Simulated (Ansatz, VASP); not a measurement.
## One calculation of SiO2, two programs

Contents of INCAR:

```
  ALGO = Normal
  EDIFF = 1E-6
  ENCUT = 520
  ISIF = 2
  ISMEAR = 0
  LASPH = T
  LCHARG = T
  LELF = T
  LREAL = F
  LVHAR = T
  LWAVE = F
  NBANDS = 25
  NELM = 100
  PREC = Accurate
  SIGMA = 0.01
```

Contents of KPOINTS:

```
k-points
0
Gamma
  6 6 8
```

POSCAR

```
SiO2
1.0
    4.1064846246      0.0000000000      0.0000000000
    0.0000000000      4.1064846246      0.0000000000
    0.0000000000      0.0000000000      2.6200183902
Si O
2 4
Direct
    0.0000000000      0.0000000000      0.0000000000
    0.5000000000      0.5000000000      0.5000000000
    0.3059000000      0.3059000000      0.0000000000
    0.1941000000      0.8059000000      0.5000000000
    0.6941000000      0.6941000000      0.0000000000
    0.8059000000      0.1941000000      0.5000000000
```

Input for Ansatz:

```yaml
crystal:
  lattice:
    - [4.106484624568987, 0.0, 0.0]
    - [0.0, 4.106484624568987, 0.0]
    - [0.0, 0.0, 2.6200183902045016]
  atoms:
    - { symbol: Si, position: [0.0, 0.0, 0.0] }
    - { symbol: Si, position: [0.5, 0.5, 0.5] }
    - { symbol: O, position: [0.3059, 0.3059, 0.0] }
    - { symbol: O, position: [0.1941, 0.8059, 0.5] }
    - { symbol: O, position: [0.6941, 0.6941, 0.0] }
    - { symbol: O, position: [0.8059, 0.1941, 0.5] }
basis:
  ecutwfc: 420.0
kpoints:
  mp_grid:
    grid: [6, 6, 8]
hamiltonian:
  xc: lda
scf:
  convergence:
    dr2_threshold: 1.0e-10
  occupations:
    method: fixed
output:
  stress: true
```

Alike in both runs: task single point; functional LDA; k mesh 6 × 6 × 8; no spin polarisation.

|  | VASP | Ansatz |
| --- | --- | --- |
| version | VASP 6.6.1 | Ansatz 0.2.0 |
| potentials or method | VASP PAW LDA potentials, release 64 (Si, O), cutoff 520 eV | plane waves, PAW |
| occupations | gaussian, width 0.01 eV | fixed |
| valence electrons in the cell | 32 | 32 |

|  | VASP | Ansatz | Ansatz less VASP |
| --- | --- | --- | --- |
| pressure (GPa) | 16.0 | 14.7 | -1.31 |
| traceless stress, the component that is largest in VASP (GPa) | 3.89 | 3.16 | -0.728 |

LDA's correlation is that of Perdew and Zunger in VASP and of Perdew and Wang (1992) in Ansatz.
